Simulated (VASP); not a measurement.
**TaW2N4: relaxation of cell and atoms with PBE**

TaW2N4:

```xyz
7
Lattice="-2.1872 2.1872 4.7067 2.1872 -2.1872 4.7067 2.1872 2.1872 -4.7067" Properties=species:S:1:pos:R:3 pbc="T T T"
Ta    0.0000    0.0000    0.0000
W     2.1872    0.0000    2.3533
W     0.0000    2.1872    2.3533
N     0.0000    0.0000    7.1845
N     0.0000    0.0000    2.2288
N     2.1872    0.0000    0.0000
N     0.0000    2.1872    0.0000
```

The cell was built from a structure type or drawn by symmetry, and may not be a known phase.

```
Program                : VASP 6.6.1
Task                   : relaxation of cell and atoms
Functional             : PBE
Potentials or basis    : VASP PAW PBE potentials, release 64 (Ta_pv, W_sv, N)
Cutoff                 : 600 eV
k mesh                 : 4 × 4 × 4
Occupations            : gaussian, width 0.15 eV
Spin                   : no spin polarisation
Dipole correction      : no
Further INCAR settings : ALGO = Normal; EDIFF = 1e-06; IBRION = 2; EDIFFG = -0.08; NSW = 36; ISIF = 3
```

The relaxed volume is 10.81 Å³/atom and the relaxed cell is a = 5.157 Å, b = 5.157 Å, c = 5.157 Å, α = 131.34°, β = 131.34°, γ = 71.28°. The space group after relaxing (to 0.1 Å) is I4/mmm (No. 139). The pressure after relaxing is 0.5 GPa, the largest force after relaxing is 0.072 eV/Å and the band gap on the k mesh is zero (an odd number of electrons rules out a gap without spin polarisation).

Forces on the atoms (eV/Å):
```
Ta   0.000  0.000  0.000
W    0.000  0.000  0.000
W    0.000  0.000  0.000
N    0.000  0.000 -0.072
N    0.000  0.000  0.072
N    0.000  0.000  0.000
N    0.000  0.000  0.000
```

Stress tensor (GPa, compression positive):
```
0.38 0.00 0.00
0.00 0.38 0.00
0.00 0.00 0.60
```

Final structure:
```
Ta W N
1.0
    -2.12467    2.12467    4.19098
     2.12467   -2.12467    4.19098
     2.12467    2.12467   -4.19098
Ta W N
1 2 4
Direct
  0.00000 0.00000 0.00000
  0.25000 0.75000 0.50000
  0.75000 0.25000 0.50000
  0.73975 0.73975 0.00000
  0.26025 0.26025 0.00000
  0.00000 0.50000 0.50000
  0.50000 0.00000 0.50000
```

Levels at points of the mesh, in eV from the Fermi level:
```csv
k point,band 28,band 29,band 30,band 31,band 32,band 33
"(0.00, 0.00, 0.00)",-2.10,-1.85,-1.85,-0.30,0.39,0.52
"(0.50, 0.00, 0.00)",-1.81,-0.29,-0.10,0.10,0.76,0.89
"(0.50, 0.50, 0.00)",-0.31,0.99,1.06,1.10,1.90,1.98
"(0.50, 0.50, 0.50)",-3.30,-3.17,-3.17,-0.46,-0.17,1.52
```

It took 9.3 min on 1 thread of AMD EPYC 9R45 96-Core Processor (Zen 5) (shared host), peak memory 0.35 GiB.

Caveat: the k points lie up to 0.41 Å⁻¹ apart in the final cell, too coarse for converged energies and pressures of a metal; the volume moved by over 15 % at a fixed basis, so the end points are rough; spin-orbit coupling is left out, which moves the levels of the heavy elements; the relaxation stopped at a loose force limit of 0.08 eV/Å, so its end isn't a converged minimum.
